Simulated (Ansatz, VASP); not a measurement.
**One calculation of Fe, two programs**

INCAR

```
PREC = Accurate
ENCUT = 600
EDIFF = 1E-6
ISMEAR = -1
SIGMA = 0.05
LREAL = F
LASPH = T
NELM = 200
ALGO = Normal
ISIF = 2
LWAVE = F
LCHARG = T
ISPIN = 2
MAGMOM = 3
LORBIT = 11
LMAXMIX = 4
GGA = CA
LELF = T
LVHAR = T
NBANDS = 18
GGA_COMPAT = F
```

KPOINTS

```
Automatic mesh
0
Gamma
  13 13 13
```

Contents of POSCAR:

```
Fe
1.0
   -1.4135427549      1.4135427549      1.4135427549
    1.4135427549     -1.4135427549      1.4135427549
    1.4135427549      1.4135427549     -1.4135427549
Fe
1
Direct
    0.0000000000      0.0000000000      0.0000000000
```

input.yaml

```yaml
crystal:
  lattice:
    - [-1.4135427549, 1.4135427549, 1.4135427549]
    - [1.4135427549, -1.4135427549, 1.4135427549]
    - [1.4135427549, 1.4135427549, -1.4135427549]
  atoms:
    - { symbol: Fe, position: [0.0, 0.0, 0.0], spin: 3.0 }
hamiltonian:
  xc: lda
  pseudopotentials: { kind: paw }
magnetization:
  spin_polarized: true
kpoints:
  mp_grid: { grid: [13, 13, 13] }
scf:
  occupations: { method: fermi_dirac, width: 0.05 }
output:
  forces: true
  stress: true
  eigenvalues: true
```

Alike in both runs: task single point; functional LDA; k mesh 13 × 13 × 13; occupations fermi-dirac, width 0.05 eV; collinear spin.

|  | VASP | Ansatz |
| --- | --- | --- |
| version | VASP 6.6.1 | Ansatz 0.2.0 |
| potentials or method | VASP PAW LDA potentials, release 64 (Fe_sv) | Ansatz PAW |
| plane-wave cutoff (eV) | 600 | 420 |
| valence electrons in the cell | 16 | 16 |

```tsv
	VASP	Ansatz	Ansatz less VASP
gap on the k mesh at the Fermi level (eV)	none	none	-
pressure (GPa)	-21.7	-17.6	+4.10
net moment per atom (μB)	2.05	2.09	+0.040
size of the moment on the site where the two differ most (μB)	2.02	2.11	+0.087
```

LDA's correlation is that of Perdew and Zunger in VASP and of Perdew and Wang (1992) in Ansatz. Site moments also hang on the region over which each program counts them. A gap of «none» marks a metal or a gap that the smearing closes.
